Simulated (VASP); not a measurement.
Ti: relaxation of cell and atoms with PBEsol

Ti:

```xyz
2
Lattice="2.9500 0.0000 0.0000 -1.4750 2.5548 0.0000 0.0000 0.0000 4.6800" Properties=species:S:1:pos:R:3 pbc="T T T"
Ti    1.4750    0.8516    3.5100
Ti    0.0000    1.7032    1.1700
```

```yaml
Program: VASP 6.6.1
Task: relaxation of cell and atoms
Functional: PBEsol
Potentials_or_basis: VASP PAW PBE potentials, release 64 (Ti_sv)
Cutoff: 600 eV
k_mesh: 10 × 10 × 6
Occupations: fermi-dirac, width 0.05 eV
Spin: no spin polarisation
Target_pressure: 5 GPa
Dipole_correction: no
Further_INCAR_settings: ALGO = Normal; EDIFF = 1e-07; IBRION = 2; EDIFFG = -0.01; NSW = 60; ISIF = 3
```

```yaml
Relaxed_volume: 16.03 Å³/atom
Relaxed_cell: a = 2.863 Å, b = 2.863 Å, c = 4.517 Å, α = 90.00°, β = 90.00°, γ = 120.00°
Space_group_after_relaxing_to_0.1_Å: P6_3/mmc (No. 194)
Energy_change_on_relaxing_the_run_minimises_the_enthalpy: -8.6 meV/atom
Ionic_steps: 9
Pressure_after_relaxing: 5.0 GPa
Band_gap_on_the_k_mesh: zero (bands 12 and 13 overlap by 0.99 eV)
```

Step by step:
| step | energy change (eV) | largest force (eV/Å) | pressure (GPa) | volume (Å³) |
| --- | --- | --- | --- | --- |
| 1 | 0.0000 | 0.0000 | -5.91 | 35.27 |
| 2 | 0.1608 | 0.0000 | 17.89 | 29.49 |
| 3 | -0.0181 | 0.0000 | 4.84 | 32.10 |
| 4 | -0.0162 | 0.0000 | 5.10 | 32.04 |
| 5 | -0.0163 | 0.0000 | 5.10 | 32.04 |
| 6 | -0.0163 | 0.0000 | 5.11 | 32.04 |
| 7 | -0.0163 | 0.0000 | 5.11 | 32.04 |
| 8 | -0.0180 | 0.0000 | 4.88 | 32.09 |
| 9 | -0.0172 | 0.0000 | 5.00 | 32.06 |

Final structure:
```
Ti
1.0
     2.86299    0.00000    0.00000
    -1.43150    2.47943    0.00000
     0.00000    0.00000    4.51689
Ti
2
Direct
  0.66667 0.33333 0.75000
  0.33333 0.66667 0.25000
```

Levels at points of the mesh, in eV from the Fermi level:
| k point | band 9 | band 10 | band 11 | band 12 | band 13 | band 14 | band 15 | band 16 |
| --- | --- | --- | --- | --- | --- | --- | --- | --- |
| (0.00, 0.00, 0.00) | -6.39 | -2.89 | 0.82 | 0.82 | 0.98 | 1.07 | 1.39 | 1.39 |
| (0.50, 0.00, 0.00) | -2.45 | -2.41 | -2.06 | -0.53 | 0.46 | 0.72 | 1.32 | 3.70 |
| (0.00, 0.00, 0.50) | -4.41 | -4.41 | 0.11 | 0.11 | 0.70 | 0.70 | 0.70 | 0.70 |
| (0.50, 0.00, 0.50) | -2.77 | -2.77 | -0.90 | -0.90 | 1.57 | 1.57 | 1.88 | 1.88 |

It took 4.8 min on 1 thread of Intel Xeon 8259CL, with other jobs on the host, peak memory 0.19 GiB.

Caveat: the cell is relaxed towards a set pressure, so the run minimises the enthalpy, not the energy; the PAW data sets were made with another functional, which shifts forces and pressure a little.
